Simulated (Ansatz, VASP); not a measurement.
# Two plane-wave programs on Pt

```
Pt
1.0
     4.40203    0.00000    0.00000
    -2.20101    3.81227    0.00000
     0.00000    0.00000    2.69844
Pt
3
Direct
  0.00000 0.00000 0.00000
  0.33333 0.66667 0.50000
  0.66667 0.33333 0.50000
```

Alike in both runs: task relaxation of cell and atoms; functional LDA; k mesh 8 × 8 × 12; occupations fermi-dirac, width 0.1 eV; no spin polarisation.

|  | VASP | Ansatz |
| --- | --- | --- |
| version | VASP 6.6.1 | Ansatz 0.2.0 |
| potentials or method | VASP PAW LDA potentials, release 64 (Pt), cutoff 600 eV | plane waves (420 eV) with PAW, scalar-relativistic |
| valence electrons in the cell | 30 | 54 |

Ansatz gave:

| Quantity | Value |
| --- | --- |
| relaxed volume (Å³/atom) | 15.11 |
| relaxed cell length with the largest relative difference (Å) | 2.649 |

**Question.** What did VASP give for the same quantities?

**Answer.** Relaxed volume (Å³/atom): 15.15; relaxed cell length with the largest relative difference (Å): 2.652.

Ansatz warns that its potentials were made for another functional, while VASP's fit it. LDA's correlation is that of Perdew and Zunger in VASP and of Perdew and Wang (1992) in Ansatz. VASP's potentials hold 30 valence electrons a cell and Ansatz's 54, so a difference there can come from the potentials and not from the codes.

Neither program's run includes spin-orbit coupling.
